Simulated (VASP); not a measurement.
**Co3NiGe4: single point with PBE**

Crystal: Co3NiGe4.

```
Co Ni Ge
1.0
     3.28848    1.89861    2.69271
    -3.28848    1.89861    2.69271
     0.00000   -3.79721    2.69271
Co Ni Ge
3 1 4
Direct
  0.86018 0.36607 0.13503
  0.13503 0.86018 0.36607
  0.36607 0.13503 0.86018
  0.63726 0.63726 0.63726
  0.33714 0.33714 0.33714
  0.16104 0.66013 0.84315
  0.84315 0.16104 0.66013
  0.66013 0.84315 0.16104
```

```
Program             : VASP 6.6.1
Task                : single point
Functional          : PBE
Potentials or basis : VASP PAW PBE potentials, release 64 (Co, Ni, Ge_d)
Cutoff              : 520 eV
k mesh              : 6 × 6 × 6
Occupations         : gaussian, width 0.1 eV
Spin                : collinear spin, ferromagnetic start
Starting moments    : [3.0, 3.0, 3.0, 2.0, 0.0, 0.0, 0.0, 0.0] μB
```

```
Pressure                                              : 0.1 GPa
Largest force                                         : 0.009 eV/Å
Net moment                                            : 0.00 μB per cell
Valence electrons inside the program's atomic spheres : Co 8.36; Ni 9.39; Ge 12.43
```

Forces on the atoms (eV/Å):
```
Co   0.003 -0.008 -0.003
Co   0.005  0.007 -0.003
Co  -0.009  0.001 -0.003
Ni   0.000  0.000  0.008
Ge   0.000  0.000  0.000
Ge  -0.002 -0.007  0.001
Ge   0.007  0.002  0.001
Ge  -0.006  0.005  0.001
```

Levels at points of the mesh, in eV from the Fermi level:
Spin up:
| k point | band 42 | band 43 | band 44 | band 45 | band 46 | band 47 | band 48 | band 49 | band 50 | band 51 |
| --- | --- | --- | --- | --- | --- | --- | --- | --- | --- | --- |
| (0.00, 0.00, 0.00) | -1.07 | -0.93 | -0.93 | -0.53 | -0.53 | -0.31 | 1.13 | 1.44 | 1.44 | 2.34 |
| (0.50, 0.00, 0.00) | -1.22 | -0.95 | -0.93 | -0.81 | -0.74 | 0.45 | 0.48 | 0.53 | 0.61 | 3.07 |
| (0.50, 0.50, 0.00) | -1.48 | -1.32 | -1.07 | -0.41 | -0.39 | -0.20 | 0.07 | 0.88 | 1.06 | 1.57 |
| (0.50, 0.50, 0.50) | -1.25 | -1.25 | -1.17 | -0.72 | -0.72 | -0.47 | -0.41 | 3.98 | 4.02 | 4.02 |
Spin down:
```tsv
k point	band 42	band 43	band 44	band 45	band 46	band 47	band 48	band 49	band 50	band 51
(0.00, 0.00, 0.00)	-1.07	-0.93	-0.93	-0.53	-0.53	-0.31	1.13	1.44	1.44	2.34
(0.50, 0.00, 0.00)	-1.22	-0.95	-0.93	-0.81	-0.74	0.45	0.48	0.53	0.61	3.07
(0.50, 0.50, 0.00)	-1.48	-1.32	-1.07	-0.41	-0.39	-0.20	0.07	0.88	1.06	1.57
(0.50, 0.50, 0.50)	-1.25	-1.25	-1.17	-0.72	-0.72	-0.47	-0.40	3.98	4.02	4.02
```

It took 12 min on 1 thread of Oxide Virtual Turin-like Processor (shared host), peak memory 0.44 GiB.

Caveat: the moments typed at the start vanished in this run.
